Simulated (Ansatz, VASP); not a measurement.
TePb in VASP and in Ansatz

```
CELL_PARAMETERS angstrom
0.00000 3.38835 3.22700
3.38835 0.00000 3.22700
3.38835 3.38835 0.00000
ATOMIC_POSITIONS crystal
Te 0.50000 0.50000 0.50000
Pb 0.00000 0.00000 0.00000
```

Change from the starting cell: strain +0.050 along x and y, +0.000 along z, atoms carried along.

Alike in both runs: task single point; functional r2SCAN; k mesh 8 × 8 × 8; occupations gaussian, width 0.05 eV; no spin polarisation.

```csv
,VASP,Ansatz
version,VASP 6.6.1,Ansatz 0.2.0
potentials or method,"VASP PAW PBE potentials, release 64 (Te, Pb_d), cutoff 520 eV","scalar-relativistic, plane waves, PAW"
valence electrons in the cell,20,30
```

```csv
,VASP,Ansatz,Ansatz less VASP
gap on the k mesh at the Fermi level (eV),1.09,1.08,-0.002
least direct gap on the mesh (eV),1.09,1.08,-0.002
pressure (GPa),-2.0,-1.9,+0.01
"traceless stress, the component that is largest in VASP (GPa)",2.92,2.92,-0.007
```

VASP's potentials were made for PBE, not for r2SCAN. With one functional, cell and mesh, what is left measures potentials, basis and numerics. VASP's potentials hold 20 valence electrons a cell and Ansatz's 30, so a difference there can come from the potentials and not from the codes.

Neither program's run includes spin-orbit coupling.
